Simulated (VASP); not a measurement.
The system is Ti.

```xyz
2
Lattice="2.9302 0.0000 0.0000 -1.4651 2.5376 0.0000 0.0000 0.0000 4.6486" Properties=species:S:1:pos:R:3 pbc="T T T"
Ti    1.4651    0.8459    3.4864
Ti    0.0000    1.6918    1.1621
```

Base run:

```yaml
Program: VASP 6.6.1
Functional: PBEsol
Dispersion: D3(BJ)
Potentials_or_basis: VASP PAW PBE potentials, release 64 (Ti_sv)
Cutoff: 520 eV
k_mesh: 10 × 10 × 6
Occupations: fermi-dirac, width 0.05 eV
Spin: no spin polarisation
```

Its results: band gap on the k mesh zero (band 12 reaches 9.04 eV, above the bottom of band 13 at 8.04 eV); pressure -9.5 GPa.

The run is repeated on the same cell with these changes: functional from PBEsol to r2SCAN; dispersion from D3(BJ) to D4. What comes out?

Band gap on the k mesh zero (band 12 reaches 9.32 eV, above the bottom of band 13 at 8.11 eV); pressure 0.0 GPa.

Several settings changed at once, so the effect can't be laid on one alone.

Caveats: the PAW data sets were made with another functional, which shifts forces and pressure a little; pairwise dispersion overbinds metals, which lowers pressure and volume.
